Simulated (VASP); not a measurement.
# MoS2 (P6_3/mmc) in VASP: notebook, part 2 of 2

VASP 6.6.1. Earlier steps stand in the parts before.

## (5) Single point, RPBE+D3(BJ)

Input file INCAR:

```
SYSTEM = MoS2
PREC = Accurate
ENCUT = 520
EDIFF = 1E-6
ISMEAR = -1
SIGMA = 0.05
LREAL = .FALSE.
LASPH = .TRUE.
NELM = 100
ALGO = Normal
ISIF = 2
LWAVE = .FALSE.
LCHARG = .FALSE.
GGA = RP
IVDW = 12
NBANDS = 35
```

Input file KPOINTS:

```
Automatic mesh
0
G
  10 10 3
  0 0 0
```

Input file POSCAR:

```
MoS2
1.0
    3.1690000000      0.0000000000      0.0000000000
   -1.5845000000      2.7444345046      0.0000000000
    0.0000000000      0.0000000000     12.3240000000
Mo S
2 4
Direct
    0.6666666667      0.3333333333      0.7500000000
    0.3333333333      0.6666666667      0.2500000000
    0.6666666667      0.3333333333      0.3770000000
    0.3333333333      0.6666666667      0.8770000000
    0.6666666667      0.3333333333      0.1230000000
    0.3333333333      0.6666666667      0.6230000000
```

Command:

```
cat potpaw_PBE.64/Mo_sv/POTCAR potpaw_PBE.64/S/POTCAR > POTCAR
mpirun -np 1 vasp_std > vasp.out
```

Wall time 48 s (1 thread of Intel Xeon 6975P-C (Granite Rapids), shared host); peak memory 0.26 GiB.

It converged, with:

```
Free energy                : -52.6311 eV
Pressure                   : -14.9 GPa
Largest force              : 0.557 eV/Å
Band gap on the k mesh     : 0.99 eV, indirect (least direct gap 1.87 eV)
Dispersion energy per atom : -1.938 eV
```

Forces on the atoms (eV/Å):
```
Mo   0.000  0.000  0.000
Mo   0.000  0.000  0.000
S    0.000  0.000 -0.557
S    0.000  0.000 -0.557
S    0.000  0.000  0.557
S    0.000  0.000  0.557
```

Stress tensor (GPa, compression positive):
```
-17.56   0.00   0.00
  0.00 -17.56   0.00
  0.00   0.00  -9.66
```

Levels at points of the mesh, in eV from the valence-band top:
| k point | band 24 | band 25 | band 26 | band 27 | band 28 | band 29 |
| --- | --- | --- | --- | --- | --- | --- |
| (0.00, 0.00, 0.00) | -1.19 | -1.10 | 0.00 | 2.12 | 2.12 | 2.15 |
| (0.50, 0.00, 0.00) | -1.52 | -1.38 | -1.25 | 1.63 | 1.67 | 2.04 |

Caveat: the PAW data sets were made with another functional, which shifts forces and pressure a little.

## (6) Single point, PBE+D3(BJ)

This run uses another cell than the first one, of 18.22 Å³/atom, 1.020 times its volume.

Input file INCAR:

```
PREC = Accurate
ENCUT = 520
EDIFF = 1E-7
ISMEAR = -1
SIGMA = 0.05
LREAL = False
LASPH = True
NELM = 60
ALGO = Normal
ISIF = 2
LWAVE = False
LCHARG = False
GGA = PE
IVDW = 12
NBANDS = 35
```

Input file KPOINTS:

```
Automatic mesh
0
Gamma
  10 10 3
```

POSCAR, as its differences from that of step 5:

```diff
@@ -2,5 +2,5 @@
 1.0
-    3.1690000000      0.0000000000      0.0000000000
-   -1.5845000000      2.7444345046      0.0000000000
-    0.0000000000      0.0000000000     12.3240000000
+    3.1899873666      0.0000000000      0.0000000000
+   -1.5949936833      2.7626100972      0.0000000000
+    0.0000000000      0.0000000000     12.4056182726
 Mo S
```

Potentials or basis: VASP PAW PBE potentials, release 64 (Mo_sv, S).

Command:

```
cat potpaw_PBE.64/Mo_sv/POTCAR potpaw_PBE.64/S/POTCAR > POTCAR
mpirun -np 1 vasp_std > vasp.out
```

OUTCAR:

```text
PREC = Accurate
   ENCUT = 520
   EDIFF = 1E-7
   ISMEAR = -1
   LREAL = False
   LASPH = True
   NELM = 60
   ISIF = 2
   GGA = PE
   IVDW = 12
 IVDW          = 12

 ion  position               nearest neighbor table
   1  0.667  0.333  0.750-   4 2.42   6 2.42   4 2.42   6 2.42   4 2.42   6 2.42
   2  0.333  0.667  0.250-   3 2.42   5 2.42   3 2.42   5 2.42   3 2.42   5 2.42
   3  0.667  0.333  0.377-   2 2.42   2 2.42   2 2.42
   4  0.333  0.667  0.877-   1 2.42   1 2.42   1 2.42
   5  0.667  0.333  0.123-   2 2.42   2 2.42   2 2.42
   6  0.333  0.667  0.623-   1 2.42   1 2.42   1 2.42

  LATTYP: Found a hexagonal cell.
 ALAT       =     3.1899873666
 C/A-ratio  =     3.8889239508

  Lattice vectors:

 A1 = (   3.1899873666,   0.0000000000,   0.0000000000)
 A2 = (  -1.5949936833,   2.7626100972,   0.0000000000)
 A3 = (   0.0000000000,   0.0000000000,  12.4056182726)

Analysis of symmetry for initial positions (statically):
=====================================================================
 Subroutine PRICEL returns:
[... 184 lines left out ...]
 cond. band min:       8.1693962270   @ k =   0.2000   0.2000   0.0000
 fundamental gap:      0.9576471243
 Fermi energy:         7.6368779049

 k-point     1 :       0.0000    0.0000    0.0000
  band No.  band energies     occupation
      1     -54.2900      2.00000
      2     -54.2900      2.00000
      3     -28.4203      2.00000
      4     -28.4203      2.00000
      5     -28.2223      2.00000
      6     -28.2223      2.00000
[... 901 lines left out ...]
     34      10.9039      0.00000
     35      13.0639      0.00000

 [... further k-points ...]

------------------------ aborting loop because EDIFF is reached ----------------------------------------

 Edisp (eV)   -2.48950

 E8    (eV) :    -1.0042

  FORCE on cell =-STRESS in cart. coord.  units (eV):
  Direction    XX          YY          ZZ          XY          YZ          ZX
  --------------------------------------------------------------------------------------
  -------------------------------------------------------------------------------------
  Total      -3.25744    -3.25744    -3.21410    -0.00000     0.00000    -0.00000
  in kB     -47.73748   -47.73748   -47.10247    -0.00000     0.00000    -0.00000
  external pressure =      -47.53 kB  Pullay stress =        0.00 kB

 VOLUME and BASIS-vectors are now :
 -----------------------------------------------------------------------------
  energy-cutoff  :      520.00
  volume of cell :      109.33
      direct lattice vectors                 reciprocal lattice vectors
     3.189987367  0.000000000  0.000000000     0.313480865  0.180988262  0.000000000
    -1.594993683  2.762610097  0.000000000     0.000000000  0.361976524  0.000000000
     0.000000000  0.000000000 12.405618273     0.000000000  0.000000000  0.080608639

 POSITION                                       TOTAL-FORCE (eV/Angst)
 -----------------------------------------------------------------------------------
      1.59499      0.92087      9.30421        -0.000000     -0.000000      0.000000
     -0.00000      1.84174      3.10140        -0.000000      0.000000      0.000000
      1.59499      0.92087      4.67692         0.000000      0.000000     -0.378177
     -0.00000      1.84174     10.87973         0.000000      0.000000     -0.378177
      1.59499      0.92087      1.52589        -0.000000     -0.000000      0.378177
     -0.00000      1.84174      7.72870         0.000000      0.000000      0.378177
 -----------------------------------------------------------------------------------
    total drift:                               -0.000000      0.000000     -0.000000

  FREE ENERGIE OF THE ION-ELECTRON SYSTEM (eV)
  ---------------------------------------------------
  free  energy   TOTEN  =       -46.1098779321 eV

  energy  without entropy=      -46.1098759998  energy(sigma->0) =      -46.10987697
```

OSZICAR:

```text
N       E                     dE             d eps       ncg     rms          rms(c)
DAV:   1     0.441625719953E+03    0.44163E+03   -0.29313E+04  2160   0.141E+03
DAV:   2    -0.233667328449E+02   -0.46499E+03   -0.44982E+03  2358   0.364E+02
DAV:   3    -0.462225097739E+02   -0.22856E+02   -0.22429E+02  2378   0.735E+01
DAV:   4    -0.466612407859E+02   -0.43873E+00   -0.43772E+00  2335   0.105E+01
DAV:   5    -0.466696906717E+02   -0.84499E-02   -0.84489E-02  2307   0.144E+00    0.324E+01
DAV:   6    -0.445116833436E+02    0.21580E+01   -0.13264E+01  2128   0.231E+01    0.125E+01
DAV:   7    -0.440080790148E+02    0.50360E+00   -0.63071E+00  2094   0.153E+01    0.784E+00
DAV:   8    -0.436189437722E+02    0.38914E+00   -0.90026E-01  2134   0.635E+00    0.290E+00
DAV:   9    -0.436292817309E+02   -0.10338E-01   -0.10987E-01  2262   0.165E+00    0.126E+00
DAV:  10    -0.436204455673E+02    0.88362E-02   -0.35143E-02  2175   0.127E+00    0.421E-01
DAV:  11    -0.436205793780E+02   -0.13381E-03   -0.21020E-03  2151   0.244E-01    0.245E-01
DAV:  12    -0.436203818698E+02    0.19751E-03   -0.50179E-04  2204   0.130E-01    0.111E-01
DAV:  13    -0.436203749597E+02    0.69101E-05   -0.18508E-04  2289   0.706E-02    0.964E-03
DAV:  14    -0.436203788945E+02   -0.39348E-05   -0.11723E-05  2158   0.164E-02    0.182E-02
DAV:  15    -0.436203796258E+02   -0.73124E-06   -0.73781E-07  2051   0.384E-03    0.113E-02
DAV:  16    -0.436203797281E+02   -0.10231E-06   -0.91818E-07  2255   0.568E-03    0.402E-03
DAV:  17    -0.436203796737E+02    0.54406E-07   -0.67002E-08  1362   0.171E-03
   1 F= -.46109878E+02 E0= -.46109877E+02  d E =-.193227E-05
```

stdout:

```text
POSCAR found type information on POSCAR MoS
 POSCAR found :  2 types and       6 ions
 scaLAPACK will be used
 LDA part: xc-table for (Slater+PW92), standard interpolation
 POSCAR, INCAR and KPOINTS ok, starting setup
 FFT: planning ... GRIDC
 FFT: planning ... GRID_SOFT
 FFT: planning ... GRID
 WAVECAR not read
 entering main loop
```

It took 50 s on 1 thread of Intel Xeon 6975P-C (Granite Rapids), shared host; peak memory 0.27 GiB.

What came out:

| Item | Value |
| --- | --- |
| Free energy | -46.1099 eV |
| Pressure | -4.8 GPa |
| Largest force | 0.378 eV/Å |
| Band gap on the k mesh | 0.96 eV, indirect (least direct gap 1.82 eV) |
| Dispersion energy per atom | -0.415 eV |

Forces in eV/Å, atoms in the order of the input:
```
Mo   0.000  0.000  0.000
Mo   0.000  0.000  0.000
S    0.000  0.000 -0.378
S    0.000  0.000 -0.378
S    0.000  0.000  0.378
S    0.000  0.000  0.378
```

Levels at points of the mesh, in eV from the valence-band top:
```
           k point  band 22  band 23  band 24  band 25  band 26  band 27  band 28  band 29  band 30  band 31
(0.00, 0.00, 0.00)    -2.06    -2.06    -1.17    -1.07     0.00     2.08     2.08     2.11     2.11     2.22
(0.50, 0.00, 0.00)    -2.43    -1.69    -1.50    -1.34    -1.22     1.58     1.63     1.98     2.22     2.84
```

## (7) The runs side by side

```csv
level,potentials or basis,U,cell,k mesh,smearing,gap on the mesh (eV),pressure (GPa),largest force (eV/Å)
LDA+U,"VASP PAW LDA potentials, release 64 (Mo_sv, S)",Mo d U = 4.0 eV,"a = 3.169, b = 3.169, c = 12.324 Å, angles 90.0, 90.0, 120.0°, 6 atoms",10 × 10 × 3,fermi-dirac 0.05 eV,0.89,-3.1,0.19
LDA+U,"VASP PAW LDA potentials, release 64 (Mo_sv, S)",Mo d U = 5.0 eV,"a = 3.169, b = 3.169, c = 12.324 Å, angles 90.0, 90.0, 120.0°, 6 atoms",10 × 10 × 3,fermi-dirac 0.05 eV,0.90,-2.5,0.12
PBEsol,"VASP PAW PBE potentials, release 64 (Mo_sv, S)",-,"a = 3.169, b = 3.169, c = 12.324 Å, angles 90.0, 90.0, 120.0°, 6 atoms",6 × 6 × 2,fermi-dirac 0.03 eV,0.86,-3.0,0.31
RPBE+D3(BJ),"VASP PAW PBE potentials, release 64 (Mo_sv, S)",-,"a = 3.169, b = 3.169, c = 12.324 Å, angles 90.0, 90.0, 120.0°, 6 atoms",10 × 10 × 3,fermi-dirac 0.05 eV,0.99,-14.9,0.56
PBE+D3(BJ),"VASP PAW PBE potentials, release 64 (Mo_sv, S)",-,"a = 3.190, b = 3.190, c = 12.406 Å, angles 90.0, 90.0, 120.0°, 6 atoms",10 × 10 × 3,fermi-dirac 0.05 eV,0.96,-4.8,0.38
```

Alike in all rows: task single point; no spin polarisation; cutoff (eV) 520.

Caveats: the PAW data sets were made with another functional, which shifts forces and pressure a little (some runs); this functional lacks dispersion, which binds the layers, so the pressure and a relaxed spacing across them are unreliable (some runs).

Total energies depend on the potentials used, so only differences within one code and one set of settings carry meaning.

## (8) How close it comes

Step 3. Against the measured gap of MoS2, 1.3 eV (indirect; 300 K; “Multiwavelength excitation Raman Scattering Analysis of bulk and 2 dimensional MoS2: Vibrational properties of atomically thin MoS2 layers”, 2015, arxiv:1506.03228), the calculated 0.90 eV is off by -0.40 eV. Spin-orbit coupling on Mo is left out. The value is that of LDA+U on a finite k mesh, which can miss the band edges, without temperature or zero-point motion.

Step 4. Measured gap of MoS2: 1.3 eV (indirect; 300 K; “Multiwavelength excitation Raman Scattering Analysis of bulk and 2 dimensional MoS2: Vibrational properties of atomically thin MoS2 layers”, 2015, arxiv:1506.03228). This calculation gives 0.86 eV (-0.44 eV). Spin-orbit coupling on Mo is left out. The value is that of PBEsol on a finite k mesh, which can miss the band edges, without temperature or zero-point motion. Semilocal functionals fall short of measured gaps as a rule.
